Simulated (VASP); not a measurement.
# Mo4C in VASP: a series of runs, part 2 of 3

VASP 6.6.1.

### 4 Single point, LDA

Contents of INCAR:

```
SYSTEM = Mo4C
PREC     = Accurate       ! precision mode
ENCUT    = 520            ! plane-wave cutoff, eV
EDIFF    = 1E-6           ! SCF threshold, eV
ISMEAR   = 0              ! smearing method
SIGMA    = 0.1            ! smearing width, eV
LREAL    = .False.        ! projectors in reciprocal space
LASPH    = .True.         ! aspherical terms in the spheres
NELM     = 60             ! most SCF steps
ALGO     = Normal         ! electronic algorithm
ISIF     = 2              ! what is computed and relaxed
LWAVE    = .False.        ! write WAVECAR
LCHARG   = .True.         ! write CHGCAR
LDIPOL   = .True.       
IDIPOL   = 3            
DIPOL    = 0.5 0.5 0.318
GGA      = CA             ! functional
LELF     = .True.         ! ELF
LVHAR    = .True.       
LVACPOTAV= .True.       
NBANDS   = 38             ! bands
```

Contents of KPOINTS:

```
regular mesh
0
Gamma
  9 9 1
  0 0 0
```

Contents of POSCAR:

```
Mo4C
1.0
    3.1111816891      0.0000000000      0.0000000000
    0.0000000000      3.1111816891      0.0000000000
    0.0000000000      0.0000000000     21.5098172784
Mo C
4 1
Direct
    0.5000000000      0.5000000000      0.1859615983
    0.0000000000      0.0000000000      0.2582816382
    0.5000000000      0.5000000000      0.3325055024
    0.0000000000      0.0000000000      0.3956248056
    0.5000000000      0.5000000000      0.4193349093
```

Potentials or basis: VASP PAW LDA potentials, release 64 (Mo_sv, C).

The run is started by

```
cat potpaw_LDA.64/Mo_sv/POTCAR potpaw_LDA.64/C/POTCAR > POTCAR
mpirun -np 1 vasp_std > vasp.out
```

OUTCAR:

```text
SYSTEM = Mo4C
   PREC = Accurate
   ENCUT = 520
   EDIFF = 1E-6
   ISMEAR = 0
   LREAL = .False.
   LASPH = .True.
   NELM = 60
   ISIF = 2
   GGA = CA

 ion  position               nearest neighbor table
   1  0.500  0.500  0.186-   2 2.69   2 2.69   2 2.69   2 2.69   3 3.15
   2  0.000  0.000  0.258-   1 2.69   1 2.69   1 2.69   1 2.69   3 2.72   3 2.72   3 2.72   3 2.72
                             4 2.95
   3  0.500  0.500  0.333-   5 1.87   4 2.59   4 2.59   4 2.59   4 2.59   2 2.72   2 2.72   2 2.72
                             2 2.72   1 3.15
   4  0.000  0.000  0.396-   5 2.26   5 2.26   5 2.26   5 2.26   3 2.59   3 2.59   3 2.59   3 2.59
                             2 2.95
   5  0.500  0.500  0.419-   3 1.87   4 2.26   4 2.26   4 2.26   4 2.26

  LATTYP: Found a simple tetragonal cell.
 ALAT       =     3.1111816891
 C/A-ratio  =     6.9137129965

  Lattice vectors:

 A1 = (   3.1111816891,   0.0000000000,   0.0000000000)
 A2 = (   0.0000000000,   3.1111816891,   0.0000000000)
 A3 = (   0.0000000000,   0.0000000000,  21.5098172784)

Analysis of symmetry for initial positions (statically):
=====================================================================
 Subroutine PRICEL returns:
 Original cell was already a primitive cell.

 Routine SETGRP: Setting up the symmetry group for a
 simple tetragonal supercell.

 Subroutine GETGRP returns: Found  8 space group operations
 (whereof  8 operations were pure point group operations)
 out of a pool of 16 trial point group operations.

The static configuration has the point symmetry C_4v.

Analysis of symmetry for dynamics (positions and initial velocities):
=====================================================================
 Subroutine PRICEL returns:
 Original cell was already a primitive cell.

 Routine SETGRP: Setting up the symmetry group for a
 simple tetragonal supercell.

 Subroutine GETGRP returns: Found  8 space group operations
 (whereof  8 operations were pure point group operations)
 out of a pool of 16 trial point group operations.

The dynamic configuration has the point symmetry C_4v.

 Subroutine INISYM returns: Found  8 space group operations
 (whereof  8 operations are pure point group operations),
 and found     1 'primitive' translations

----------------------------------------------------------------------------------------

                                     Primitive cell

  volume of cell :     208.2032

  direct lattice vectors                    reciprocal lattice vectors
     3.111181689  0.000000000  0.000000000     0.321421280  0.000000000  0.000000000
     0.000000000  3.111181689  0.000000000     0.000000000  0.321421280  0.000000000
     0.000000000  0.000000000 21.509817278     0.000000000  0.000000000  0.046490400

  length of vectors
     3.111181689  3.111181689 21.509817278     0.321421280  0.321421280  0.046490400

  position of ions in fractional coordinates (direct lattice)
     0.500000000  0.500000000  0.185961598
     0.000000000  0.000000000  0.258281638
     0.500000000  0.500000000  0.332505502
     0.000000000  0.000000000  0.395624806
     0.500000000  0.500000000  0.419334909

  ion indices of the primitive-cell ions
   primitive index   ion index
                 1           1
                 2           2
                 3           3
                 4           4
[... 42 lines left out ...]
  0.333333  0.333333  0.000000      4.000000
  0.444444  0.333333  0.000000      8.000000
  0.444444  0.444444  0.000000      4.000000
   k-points           NKPTS =     15   k-points in BZ     NKDIM =     15   number of bands    NBANDS=     38
   number of dos      NEDOS =    301   number of ions     NIONS =      5
   total plane-waves  NPLWV =  92160
   dimension x,y,z NGX =    24 NGY =   24 NGZ =  160
   dimension x,y,z NGXF=    48 NGYF=   48 NGZF=  320
   ions per type =               4   1
   NGX,Y,Z   is equivalent  to a cutoff of  12.82, 12.82, 12.37 a.u.
   NGXF,Y,Z  is equivalent  to a cutoff of  25.65, 25.65, 24.73 a.u.
 SYSTEM =  Mo4C
   PREC   = accura    normal or accurate (medium, high low for compatibility)
   ISTART =      0    job   : 0-new  1-cont  2-samecut
   ICHARG =      2    charge: 1-file 2-atom 10-const
   ISPIN  =      1    spin polarized calculation?
   LNONCOLLINEAR =      F non collinear calculations
   LSORBIT =      F    spin-orbit coupling
   LASPH  =      T    aspherical Exc in radial PAW
   ENCUT  =  520.0 eV  38.22 Ry    6.18 a.u.   5.78  5.78 39.99*2*pi/ulx,y,z
   NELM   =     60;   NELMIN=  2; NELMDL= -5     # of ELM steps
   EDIFF  = 0.1E-05   stopping-criterion for ELM
   LREAL  =      F    real-space projection
   EDIFFG = 0.1E-04   stopping-criterion for IOM
   NSW    =      0    number of steps for IOM
   IBRION =     -1    ionic relax: 0-MD 1-quasi-New 2-CG
   NFREE  =      0    steps in history (QN), initial steepest desc. (CG)
   ISIF   =      2    stress and relaxation
   ISYM   =      2    0-nonsym 1-usesym 2-fastsym
   POTIM  = 0.5000    time-step for ionic-motion
   TEBEG  =    0.0;   TEEND  =   0.0 temperature during run
   PSTRESS=    0.0 pullay stress
   NELECT =      60.0000    total number of electrons
   NUPDOWN=      -1.0000    fix difference up-down
   EMIN   =  10.00;   EMAX   =-10.00  energy-range for DOS
   EFERMI =   0.00;   METHOD = LEGACY
   ISMEAR =     0;   SIGMA  =   0.10  broadening in eV -4-tet -1-fermi 0-gaus
   EFERMI_NEDOS =   21; number of points for ismear=-14 and -15
   IALGO  =     38    algorithm
   IMIX   =      4    mixing-type and parameters
     AMIX     =   0.40;   BMIX     =  1.00
     AMIX_MAG =   1.60;   BMIX_MAG =  1.00
  volume/ion in A,a.u.               =      41.64       281.00
  Fermi-wavevector in a.u.,A,eV,Ry     =   1.081341  2.043439 15.909276  1.169299
  Thomas-Fermi vector in A             =   2.217355
   LORBIT       =      0    0 simple, 1 ext, 2 COOP (PROOUT), +10 PAW based schemes
   GGA     = CA    functional components
   LHFCALC =     F    Hartree Fock is set to
   AEXX    =    0.0000 exact exchange contribution
   IVDW    =     0    specifies the selected vdW correction
   LEPSILON=     F    determine dielectric tensor
   LRPA    =     F    only Hartree local field effects (RPA)
 non-spin polarized calculation
 Gauss-broadening in eV      SIGMA  =   0.10
  energy-cutoff  :      520.00
  volume of cell :      208.20
 maximum number of plane-waves:      5636
 NGX is ok and might be reduce to    24
   NGX = 11   NGY = 11   NGZ = 79

 dipolmoment           0.000000      0.000000     -0.021587 electrons x Angstroem

 number of electron      59.9999986 magnetization

 dipolmoment           0.000000      0.000000      0.057122 electrons x Angstroem

 Free energy of the ion-electron system (eV)
  ---------------------------------------------------
  ext. energy  EPLUGINS =         0.00000000
  ---------------------------------------------------
  free energy    TOTEN  =       -53.70440275 eV

  energy without entropy =      -53.68745907  energy(sigma->0) =      -53.69593091

 E-fermi :   0.8359     XC(G=0):  -5.3240

 val. band max:        0.7834421444   @ k =   0.4444   0.1111   0.0000
 cond. band min:       0.8769583487   @ k =   0.1111   0.1111   0.0000
 fundamental gap:      0.0935162043
 Fermi energy:         0.8359115036

 k-point     1 :       0.0000    0.0000    0.0000
  band No.  band energies     occupation
      1     -60.4700      2.00000
      2     -59.8174      2.00000
      3     -59.6387      2.00000
      4     -59.4078      2.00000
      5     -34.9255      2.00000
      6     -34.9255      2.00000
[... 604 lines left out ...]
     37       3.2564      0.00000
     38       3.6372      0.00000

------------------------ aborting loop because EDIFF is reached ----------------------------------------

  FORCE on cell =-STRESS in cart. coord.  units (eV):
  Direction    XX          YY          ZZ          XY          YZ          ZX
  --------------------------------------------------------------------------------------
  -------------------------------------------------------------------------------------
  Total       -6.0041659     -6.0041659     11.5412544      0.0000000      0.0000000      0.0000000
  in kB      -46.2035983    -46.2035983     88.8129154      0.0000000      0.0000000      0.0000000
  external PRESSURE =      -1.1980938 kB  Pullay stress =       0.0000000 kB

 VOLUME and BASIS-vectors are now :
 -----------------------------------------------------------------------------
  energy-cutoff  :      520.00
  volume of cell :      208.20
      direct lattice vectors                 reciprocal lattice vectors
     3.111181689  0.000000000  0.000000000     0.321421280  0.000000000  0.000000000
     0.000000000  3.111181689  0.000000000     0.000000000  0.321421280  0.000000000
     0.000000000  0.000000000 21.509817278     0.000000000  0.000000000  0.046490400

 POSITION                                       TOTAL-FORCE (eV/Angst)
 -----------------------------------------------------------------------------------
      1.55559      1.55559      4.00000         0.000000     -0.000000      1.592236
      0.00000      0.00000      5.55559         0.000000      0.000000     -2.565317
      1.55559      1.55559      7.15213        -0.000000     -0.000000     -7.419152
      0.00000      0.00000      8.50982         0.000000     -0.000000      6.221930
      1.55559      1.55559      9.01982         0.000000     -0.000000      2.170303
 -----------------------------------------------------------------------------------
    total drift:                                0.000000     -0.000000      0.000106

  FREE ENERGIE OF THE ION-ELECTRON SYSTEM (eV)
  ---------------------------------------------------
  free  energy   TOTEN  =       -53.7044027529 eV

  energy  without entropy=      -53.6874590666  energy(sigma->0) =      -53.69593091

 vacuum level on the upper side and lower side of the slab         6.127         5.060
```

It took 79 s on 1 thread of Intel Xeon 6975P-C (Granite Rapids), shared host; peak memory 0.28 GiB.

What came out:

```yaml
Free_energy: -53.7044 eV
Largest_force: 7.419 eV/Å
Band_gap_on_the_k_mesh: zero (band 30 reaches 1.66 eV, above the bottom of band 31 at 0.27 eV)
```

Forces on the atoms (eV/Å):
```
Mo   0.000  0.000  1.592
Mo   0.000  0.000 -2.565
Mo   0.000  0.000 -7.419
Mo   0.000  0.000  6.222
C    0.000  0.000  2.170
```

[end of part 2 of 3]
